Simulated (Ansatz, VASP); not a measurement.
**TaMo3 in VASP and in Ansatz**

INCAR

```
PREC = Accurate
ENCUT = 520
EDIFF = 1E-6
ISMEAR = 0
SIGMA = 0.1
LREAL = False
LASPH = True
NELM = 100
ALGO = Fast
ISIF = 2
LWAVE = False
LCHARG = False
GGA = PE
NBANDS = 63
```

KPOINTS

```
regular mesh
0
Gamma
  3 3 4
```

POSCAR

```
TaMo3
1.0
    6.5100904400      0.0000000000      0.0000000000
   -3.2550452200      5.6379037000      0.0000000000
    0.0000000000      0.0000000000      5.0929648400
Ta Mo
2 6
Direct
    0.6666666700      0.3333333300      0.2500000000
    0.3333333300      0.6666666700      0.7500000000
    0.3272063400      0.1636031700      0.7500000000
    0.8363968300      0.1636031700      0.7500000000
    0.8363968300      0.6727936600      0.7500000000
    0.6727936600      0.8363968300      0.2500000000
    0.1636031700      0.8363968300      0.2500000000
    0.1636031700      0.3272063400      0.2500000000
```

Input for Ansatz:

```yaml
crystal:
  lattice:
    - [6.51009044, 0.0, 0.0]
    - [-3.25504522, 5.6379037, 0.0]
    - [0.0, 0.0, 5.09296484]
  atoms:
    - { symbol: Ta, position: [0.66666667, 0.33333333, 0.25] }
    - { symbol: Ta, position: [0.33333333, 0.66666667, 0.75] }
    - { symbol: Mo, position: [0.32720634, 0.16360317, 0.75] }
    - { symbol: Mo, position: [0.83639683, 0.16360317, 0.75] }
    - { symbol: Mo, position: [0.83639683, 0.67279366, 0.75] }
    - { symbol: Mo, position: [0.67279366, 0.83639683, 0.25] }
    - { symbol: Mo, position: [0.16360317, 0.83639683, 0.25] }
    - { symbol: Mo, position: [0.16360317, 0.32720634, 0.25] }
basis:
  ecutwfc: 420
kpoints:
  mp_grid: { grid: [3, 3, 4] }
hamiltonian:
  xc: pbe
scf:
  occupations: { method: gaussian, width: 0.1 }
  lower_state_search: "off"
output:
  forces: true
  stress: true
  eigenvalues: true
```

Change from the starting cell: species swapped into the LuZr3 type (P6_3/mmc, No. 194).

Alike in both runs: task single point; functional PBE; k mesh 3 × 3 × 4; occupations gaussian, width 0.1 eV; no spin polarisation.

```csv
,VASP,Ansatz
version,VASP 6.6.1,Ansatz 0.2.0
potentials or method,"VASP PAW PBE potentials, release 64 (Ta_pv, Mo_sv), cutoff 520 eV","scalar-relativistic, plane waves, PAW"
valence electrons in the cell,106,110
```

|  | VASP | Ansatz | Ansatz less VASP |
| --- | --- | --- | --- |
| gap on the k mesh at the Fermi level (eV) | none | none | - |
| rms of the force components (eV/Å) | 0.078 | 0.079 | +0.0008 |

Atom by atom the forces differ by 0.001 eV/Å (rms over components). A gap of «none» marks a metal or a gap that the smearing closes. VASP's potentials hold 106 valence electrons a cell and Ansatz's 110, so a difference there can come from the potentials and not from the codes.

The k mesh is coarse, so the values compare programs but aren't converged. Neither program's run includes spin-orbit coupling.
